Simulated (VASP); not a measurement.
# CdS (Hawleyite) (F-43m) in VASP: notebook

Runs on CdS (Hawleyite). Level: PBEsol. Tasks: vibrations by perturbation theory.

Everything below comes from runs of VASP 6.6.1. Logs are shortened: lines on timing, memory, paths and dates and some standing lists are left out, and cuts for length are marked.

**1. The cell of the first run**

Symmetry: F-43m, No. 216, cubic system. Conventional cell: a = 5.766 Å, b = 5.766 Å, c = 5.766 Å, α = 90.00°, β = 90.00°, γ = 90.00°. Cd (site symmetry -43m) has 4 S at 2.50 Å within 3.3 Å. S (site symmetry -43m) has 4 Cd at 2.50 Å within 3.3 Å.

**2. Vibrations by perturbation theory, PBEsol (volume scaled by 0.970)**

Contents of INCAR:

```
PREC = Accurate ; ENCUT = 520
EDIFF = 1E-8 ; ISMEAR = 0
SIGMA = 0.01 ; LREAL = F
LASPH = T ; NELM = 80
ALGO = Normal ; ISIF = 2
LWAVE = F ; LCHARG = F
GGA = PS ; NBANDS = 16
IBRION = 8 ; NSW = 1
```

Contents of KPOINTS:

```
regular mesh
0
Gamma
  6 6 6
```

Contents of POSCAR:

```
CdS
1.0
    0.0000000000      2.8828620866      2.8828620866
    2.8828620866      0.0000000000      2.8828620866
    2.8828620866      2.8828620866      0.0000000000
Cd S
1 1
Direct
    0.0000000000      0.0000000000      0.0000000000
    0.7500000000      0.7500000000      0.7500000000
```

Potentials or basis: VASP PAW PBE potentials, release 64 (Cd, S).

Command:

```sh
> cat potpaw_PBE.64/Cd/POTCAR potpaw_PBE.64/S/POTCAR > POTCAR
> mpirun -np 1 vasp_std > vasp.out
```

OUTCAR:

```text
PREC = Accurate
   ENCUT = 520
   EDIFF = 1E-8
   ISMEAR = 0
   LREAL = F
   LASPH = T
   NELM = 80
   ISIF = 2
   GGA = PS
   IBRION = 8
   NSW = 1

 ion  position               nearest neighbor table
   1  0.000  0.000  0.000-   2 2.50   2 2.50   2 2.50   2 2.50
   2  0.750  0.750  0.750-   1 2.50   1 2.50   1 2.50   1 2.50

  LATTYP: Found a face centered cubic cell.
 ALAT       =     5.7657241732

  Lattice vectors:

 A1 = (   0.0000000000,   2.8828620866,   2.8828620866)
 A2 = (   2.8828620866,   0.0000000000,   2.8828620866)
 A3 = (   2.8828620866,   2.8828620866,   0.0000000000)

Analysis of symmetry for initial positions (statically):
=====================================================================
 Subroutine PRICEL returns:
 Original cell was already a primitive cell.

 Routine SETGRP: Setting up the symmetry group for a
 face centered cubic supercell.

 Subroutine GETGRP returns: Found 24 space group operations
 (whereof 24 operations were pure point group operations)
 out of a pool of 48 trial point group operations.

The static configuration has the point symmetry T_d .

Analysis of symmetry for dynamics (positions and initial velocities):
=====================================================================
 Subroutine PRICEL returns:
 Original cell was already a primitive cell.

 Routine SETGRP: Setting up the symmetry group for a
 face centered cubic supercell.

 Subroutine GETGRP returns: Found 24 space group operations
 (whereof 24 operations were pure point group operations)
 out of a pool of 48 trial point group operations.

The dynamic configuration has the point symmetry T_d .

 Subroutine INISYM returns: Found 24 space group operations
 (whereof 24 operations are pure point group operations),
 and found     1 'primitive' translations

----------------------------------------------------------------------------------------

                                     Primitive cell

  volume of cell :      47.9183

  direct lattice vectors                    reciprocal lattice vectors
     0.000000000  2.882862087  2.882862087    -0.173438751  0.173438751  0.173438751
     2.882862087  0.000000000  2.882862087     0.173438751 -0.173438751  0.173438751
     2.882862087  2.882862087  0.000000000     0.173438751  0.173438751 -0.173438751

  length of vectors
     4.076982661  4.076982661  4.076982661     0.300404729  0.300404729  0.300404729

  position of ions in fractional coordinates (direct lattice)
     0.000000000  0.000000000  0.000000000
     0.750000000  0.750000000  0.750000000

  ion indices of the primitive-cell ions
   primitive index   ion index
                 1           1
                 2           2

----------------------------------------------------------------------------------------

 KPOINTS: regular mesh

Automatic generation of k-mesh.
 Grid dimensions read from file:
 generate k-points for:    6    6    6

 Generating k-lattice:

  Cartesian coordinates                     Fractional coordinates (reciprocal lattice)
    -0.028906459  0.028906459  0.028906459     0.166666667  0.000000000  0.000000000
     0.028906459 -0.028906459  0.028906459     0.000000000  0.166666667  0.000000000
     0.028906459  0.028906459 -0.028906459     0.000000000  0.000000000  0.166666667

  Length of vectors
     0.050067455  0.050067455  0.050067455

  Shift w.r.t. Gamma in fractional coordinates (k-lattice)
     0.000000000  0.000000000  0.000000000

 Subroutine IBZKPT returns following result:
 ===========================================

 Found     16 irreducible k-points:
[... 60 lines left out ...]
  Thomas-Fermi vector in A             =   2.317500
   LORBIT       =      0    0 simple, 1 ext, 2 COOP (PROOUT), +10 PAW based schemes
   GGA     = PS    functional components
   LHFCALC =     F    Hartree Fock is set to
   AEXX    =    0.0000 exact exchange contribution
   IVDW    =     0    specifies the selected vdW correction
   LEPSILON=     F    determine dielectric tensor
   LRPA    =     F    only Hartree local field effects (RPA)
 non-spin polarized calculation
 Gauss-broadening in eV      SIGMA  =   0.01
  energy-cutoff  :      520.00
  volume of cell :       47.92
 maximum number of plane-waves:      1308
   NGX = 15   NGY = 15   NGZ = 15

--------------------------------------- Ionic step        1  -------------------------------------------

 number of electron      18.0000008 magnetization

 Free energy of the ion-electron system (eV)
  ---------------------------------------------------
  ext. energy  EPLUGINS =         0.00000000
  ---------------------------------------------------
  free energy    TOTEN  =        -6.79734355 eV

  energy without entropy =       -6.79734355  energy(sigma->0) =       -6.79734355

 E-fermi :   1.5702     XC(G=0):  -9.5418

 val. band max:        1.5217452872   @ k =   0.0000   0.0000   0.0000
 cond. band min:       2.6001983967   @ k =   0.0000   0.0000   0.0000
 fundamental gap:      1.0784531094
 Fermi energy:         1.5701776368

 k-point     1 :       0.0000    0.0000    0.0000
  band No.  band energies     occupation
      1     -11.0864      2.00000
      2      -6.3486      2.00000
      3      -6.3486      2.00000
      4      -6.3486      2.00000
      5      -5.8110      2.00000
      6      -5.8110      2.00000
[... 283 lines left out ...]
      5      -5.7651      2.00000
      6      -5.1663      2.00000
[... 8 lines left out ...]
     15      14.8065      0.00000
     16      14.8494      0.00000

------------------------ aborting loop because EDIFF is reached ----------------------------------------

  FORCE on cell =-STRESS in cart. coord.  units (eV):
  Direction    XX          YY          ZZ          XY          YZ          ZX
  --------------------------------------------------------------------------------------
  -------------------------------------------------------------------------------------
  Total        0.7382207      0.7382207      0.7382207      0.0000000     -0.0000000      0.0000000
  in kB       24.6828430     24.6828430     24.6828430      0.0000000     -0.0000000      0.0000000
  external PRESSURE =      24.6828430 kB  Pullay stress =       0.0000000 kB

 VOLUME and BASIS-vectors are now :
 -----------------------------------------------------------------------------
  energy-cutoff  :      520.00
  volume of cell :       47.92
      direct lattice vectors                 reciprocal lattice vectors
     0.000000000  2.882862087  2.882862087    -0.173438751  0.173438751  0.173438751
     2.882862087  0.000000000  2.882862087     0.173438751 -0.173438751  0.173438751
     2.882862087  2.882862087  0.000000000     0.173438751  0.173438751 -0.173438751

 POSITION                                       TOTAL-FORCE (eV/Angst)
 -----------------------------------------------------------------------------------
      0.00000      0.00000      0.00000         0.000000      0.000000      0.000000
      4.32429      4.32429      4.32429        -0.000000     -0.000000     -0.000000
 -----------------------------------------------------------------------------------
    total drift:                                0.000001      0.000001      0.000001

  FREE ENERGIE OF THE ION-ELECTRON SYSTEM (eV)
  ---------------------------------------------------
  free  energy   TOTEN  =        -6.7973435503 eV

  energy  without entropy=       -6.7973435503  energy(sigma->0) =       -6.79734355

[... ionic steps 2 to 3 ...]

--------------------------------------- Ionic step        4  -------------------------------------------

------------------------ aborting loop because EDIFF is reached ----------------------------------------

[... ionic steps 5 to 6 ...]

--------------------------------------- Ionic step        7  -------------------------------------------

 Free energy of the ion-electron system (eV)
  ---------------------------------------------------
  ---------------------------------------------------
  free energy    TOTEN  =        -0.10693780 eV

  energy without entropy =       -0.10693780

------------------------ aborting loop because EDIFF is reached ----------------------------------------

 INTERNAL STRAIN TENSOR  FOR ION    2  DIRECTION 1   (eV/Angst):
 -----------------------------------------------------------------------------
    -0.00595  0.00000  0.00000
     0.00000  0.00758  7.81567
     0.00000  7.81567  0.00758

 INTERNAL STRAIN TENSOR FOR ION    2 for displacements in x,y,z  (eV/Angst):
          X           Y           Z          XY          YZ          ZX
  --------------------------------------------------------------------------------
  x     0.00000     0.00000     0.00000     0.00000     7.81567     0.00000
  y     0.00000     0.00000     0.00000     0.00000     0.00000     7.81567
  z     0.00000     0.00000     0.00000     7.81567     0.00000     0.00000

 SECOND DERIVATIVES (NOT SYMMETRIZED)
 ------------------------------------
               1X          1Y          1Z          2X          2Y          2Z
  1X    -5.719971    0.000000    0.000000    5.719971    0.000000    0.000000
  1Y     0.000000   -5.719971    0.000000    0.000000    5.719971    0.000000
  1Z     0.000000    0.000000   -5.719971    0.000000    0.000000    5.719971
  2X     5.699880    0.000000    0.000000   -5.699880    0.000000    0.000000
  2Y     0.000000    5.699880    0.000000    0.000000   -5.699880    0.000000
  2Z     0.000000    0.000000    5.699880    0.000000    0.000000   -5.699880

 Eigenvectors and eigenvalues of the dynamical matrix
 ----------------------------------------------------

   1 f  =    7.475256 THz    46.968420 2PiTHz  249.347706 cm-1    30.915162 meV
             X         Y         Z           dx          dy          dz
      0.000000  0.000000  0.000000     0.000000    0.471756    0.000000
      4.324293  4.324293  4.324293     0.000000   -0.881729    0.000000
[... 21 lines left out ...]
   6 f/i=    0.005470 THz     0.034371 2PiTHz    0.182469 cm-1     0.022623 meV
             X         Y         Z           dx          dy          dz
      0.000000  0.000000  0.000000     0.000000    0.000000    0.881729
      4.324293  4.324293  4.324293     0.000000    0.000000    0.471756

--------------------------------------------------------------------------------------------------------

 ELASTIC MODULI CONTR FROM IONIC RELAXATION (kBar)
 Direction    XX          YY          ZZ          XY          YZ          ZX
 --------------------------------------------------------------------------------
 XX          -0.0000     -0.0000     -0.0000     -0.0000      0.0000     -0.0000
 YY          -0.0000     -0.0000     -0.0000     -0.0000     -0.0000      0.0000
 ZZ          -0.0000     -0.0000     -0.0000      0.0000     -0.0000     -0.0000
 XY          -0.0000     -0.0000      0.0000   -362.6034      0.0000      0.0000
 YZ           0.0000     -0.0000     -0.0000      0.0000   -362.6034      0.0000
 ZX          -0.0000      0.0000     -0.0000      0.0000      0.0000   -362.6034
 --------------------------------------------------------------------------------
```

Run time: 54 s. Hardware: 1 thread of Intel Xeon 6975P-C (Granite Rapids), shared host; peak memory 0.24 GiB.

Results:

* Highest phonon frequency at Γ, LO-TO splitting left out: 249 cm⁻¹

Phonon frequencies in cm⁻¹ (negative: imaginary):
```
              q point        frequencies
(0.000, 0.000, 0.000)  0 0 0 249 249 249
```

Caveat: the cell differs from its parent crystal (volume scaled by 0.970); the cell wasn't relaxed at this level first, which shifts response properties; the PAW data sets were made with another functional, which shifts forces and pressure a little.

**3. Vibrations by perturbation theory, PBEsol**

This run uses another cell than the first one, of 24.70 Å³/atom, 1.031 times its volume.

Contents of INCAR:

```
PREC = Accurate
ENCUT = 520
EDIFF = 1E-8
ISMEAR = 0
SIGMA = 0.01
LREAL = False
LASPH = True
NELM = 80
ALGO = Normal
ISIF = 2
LWAVE = False
LCHARG = False
GGA = PS
IBRION = 8
NSW = 1
```

Contents of KPOINTS:

```
Automatic mesh
0
Gamma
  6 6 6
```

Contents of POSCAR:

```
CdS
1.0
    0.0000000000      2.9122810786      2.9122810786
    2.9122810786      0.0000000000      2.9122810786
    2.9122810786      2.9122810786      0.0000000000
Cd S
1 1
Direct
    0.0000000000      0.0000000000      0.0000000000
    0.7500000000      0.7500000000      0.7500000000
```

Potentials or basis: VASP PAW PBE potentials, release 64 (Cd, S).

Command:

```sh
> cat potpaw_PBE.64/Cd/POTCAR potpaw_PBE.64/S/POTCAR > POTCAR
> mpirun -np 1 vasp_std > vasp.out
```

OUTCAR:

```text
PREC = Accurate
   ENCUT = 520
   EDIFF = 1E-8
   ISMEAR = 0
   LREAL = False
   LASPH = True
   NELM = 80
   ISIF = 2
   GGA = PS
   IBRION = 8
   NSW = 1

 ion  position               nearest neighbor table
   1  0.000  0.000  0.000-   2 2.52   2 2.52   2 2.52   2 2.52
   2  0.750  0.750  0.750-   1 2.52   1 2.52   1 2.52   1 2.52

  LATTYP: Found a face centered cubic cell.
 ALAT       =     5.8245621572

  Lattice vectors:

[... 500 lines left out ...]
 ------------------------------------
               1X          1Y          1Z          2X          2Y          2Z
  1X    -5.128579    0.000000    0.000000    5.128579    0.000000    0.000000
  1Y     0.000000   -5.128579    0.000000    0.000000    5.128579    0.000000
  1Z     0.000000    0.000000   -5.128579    0.000000    0.000000    5.128579
  2X     5.101748    0.000000    0.000000   -5.101748    0.000000    0.000000
  2Y     0.000000    5.101748    0.000000    0.000000   -5.101748    0.000000
  2Z     0.000000    0.000000    5.101748    0.000000    0.000000   -5.101748

 Eigenvectors and eigenvalues of the dynamical matrix
 ----------------------------------------------------

   1 f  =    7.073532 THz    44.444315 2PiTHz  235.947644 cm-1    29.253766 meV
             X         Y         Z           dx          dy          dz
      0.000000  0.000000  0.000000     0.000000    0.472073    0.000000
      4.368422  4.368422  4.368422     0.000000   -0.881559    0.000000
[... 21 lines left out ...]
   6 f/i=    0.007721 THz     0.048511 2PiTHz    0.257535 cm-1     0.031930 meV
             X         Y         Z           dx          dy          dz
      0.000000  0.000000  0.000000     0.000000    0.000000    0.881559
      4.368422  4.368422  4.368422     0.000000    0.000000    0.472073

--------------------------------------------------------------------------------------------------------

 ELASTIC MODULI CONTR FROM IONIC RELAXATION (kBar)
 Direction    XX          YY          ZZ          XY          YZ          ZX
 --------------------------------------------------------------------------------
 XX          -0.0000      0.0000      0.0000     -0.0000      0.0000     -0.0000
 YY           0.0000     -0.0000     -0.0000     -0.0000     -0.0000      0.0000
 ZZ           0.0000     -0.0000     -0.0000      0.0000     -0.0000     -0.0000
 XY          -0.0000     -0.0000      0.0000   -278.7449      0.0000      0.0000
 YZ           0.0000     -0.0000     -0.0000      0.0000   -278.7449      0.0000
 ZX          -0.0000      0.0000     -0.0000      0.0000      0.0000   -278.7449
 --------------------------------------------------------------------------------
```

Wall time 44 s (1 thread of Intel Xeon 6975P-C (Granite Rapids), shared host); peak memory 0.24 GiB.

Results:

| Item | Value |
| --- | --- |
| Highest phonon frequency at Γ, LO-TO splitting left out | 236 cm⁻¹ |

Phonon frequencies in cm⁻¹ (negative: imaginary):
```tsv
q point	frequencies
(0.000, 0.000, 0.000)	0 0 0 236 236 236
```

Caveat: the PAW data sets were made with another functional, which shifts forces and pressure a little.

(Continued in part 2 of 2.)
